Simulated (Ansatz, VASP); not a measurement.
## Si in VASP and in Ansatz

```
Si
1.0
     3.85128    0.00000    0.00000
    -1.92564    3.33531    0.00000
     0.00000    0.00000    6.36502
Si
4
Direct
  0.25544 0.66667 0.03936
  0.66667 0.33333 0.56293
  0.33333 0.66667 0.43707
  0.66667 0.33333 0.93707
```

Alike in both runs: task single point; functional PBE; k mesh 12 × 12 × 6; occupations gaussian, width 0.05 eV; no spin polarisation.

```csv
,VASP,Ansatz
version,VASP 6.6.1,Ansatz 0.2.0
potentials or method,"VASP PAW PBE potentials, release 64 (Si), cutoff 500 eV","scalar-relativistic, plane waves, PAW"
valence electrons in the cell,16,16
```

|  | VASP | Ansatz | Ansatz less VASP |
| --- | --- | --- | --- |
| gap on the k mesh at the Fermi level (eV) | none | none | - |
| pressure (GPa) | 2.5 | 2.5 | +0.09 |
| traceless stress, the component that is largest in VASP (GPa) | 6.82 | 6.86 | +0.036 |
| rms of the force components (eV/Å) | 2.148 | 2.155 | +0.0068 |

Atom by atom the forces differ by 0.007 eV/Å (rms over components). A gap of «none» marks a metal or a gap that the smearing closes.
